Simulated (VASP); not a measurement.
Write the native input for VASP 6.6.1 that does the following.

```
Task                   : relaxation of cell and atoms
Functional             : r2SCAN
Potentials or basis    : VASP PAW PBE potentials, release 64 (Cd, Ru_pv)
Cutoff                 : 600 eV
k mesh                 : 6 × 6 × 4
Occupations            : gaussian, width 0.1 eV
Spin                   : no spin polarisation
Dipole correction      : no
Further INCAR settings : ALGO = Normal; EDIFF = 1e-06; IBRION = 2; EDIFFG = -0.04; NSW = 90; ISIF = 3
```

The system is Cd2Ru.

```xyz
3
Lattice="3.9333 0.0000 0.0000 -1.9667 3.4064 0.0000 0.0000 0.0000 4.2469" Properties=species:S:1:pos:R:3 pbc="T T T"
Cd    0.0000    2.2709    2.1235
Cd    1.9667    1.1355    2.1235
Ru    0.0000    0.0000    0.0000
```

The input as run:

POSCAR

```
Cd2Ru
1.0
    3.9333167724      0.0000000000      0.0000000000
   -1.9666583862      3.4063522461      0.0000000000
    0.0000000000      0.0000000000      4.2469367144
Cd Ru
2 1
Direct
    0.3333333333      0.6666666667      0.5000000000
    0.6666666667      0.3333333333      0.5000000000
    0.0000000000      0.0000000000      0.0000000000
```

INCAR.step1

```
SYSTEM = Cd2Ru
PREC = Accurate
ENCUT = 600
ISMEAR = 0
SIGMA = 0.1
LREAL = .False.
LASPH = .True.
NELM = 80
GGA = PE
ALGO = Normal
EDIFF = 1E-4
LWAVE = .True.
LCHARG = .False.
```

INCAR.step2

```
SYSTEM = Cd2Ru
PREC = Accurate
ENCUT = 600
EDIFF = 1E-6
ISMEAR = 0
SIGMA = 0.1
LREAL = .False.
LASPH = .True.
NELM = 80
ALGO = Normal
ISIF = 3
LWAVE = .False.
LCHARG = .False.
METAGGA = R2SCAN
LMIXTAU = .True.
IBRION = 2
NSW = 90
EDIFFG = -0.04
ISTART = 1
```

KPOINTS

```
regular mesh
0
Gamma
  6 6 4
  0 0 0
```

Potentials or basis: VASP PAW PBE potentials, release 64 (Cd, Ru_pv).

Launch:

```console
$ cat potpaw_PBE.64/Cd/POTCAR potpaw_PBE.64/Ru_pv/POTCAR > POTCAR
$ cp INCAR.step1 INCAR
$ mpirun -np 1 vasp_std > vasp.out
$ cp INCAR.step2 INCAR
$ mpirun -np 1 vasp_std > vasp.out
```

It gave:

* Relaxed volume: 17.53 Å³/atom
* Relaxed cell: a = 4.682 Å, b = 4.682 Å, c = 2.771 Å, α = 90.00°, β = 90.00°, γ = 120.00°
* Space group after relaxing (to 0.05 Å): P6/mmm (No. 191)
* Energy gained by relaxing: 1485.3 meV/atom
* Ionic steps: 11
* Pressure after relaxing: 0.2 GPa
* Band gap on the k mesh: zero (band 19 reaches 5.78 eV, above the bottom of band 20 at 4.79 eV)

Caveat: the k points lie up to 0.57 Å⁻¹ apart in the final cell; the PAW data sets were made with another functional, which shifts forces and pressure a little.

Run time: 9.7 min on 1 thread of Intel(R) Xeon(R) 6975P-C (Granite Rapids) (shared host), peak memory 0.22 GiB.
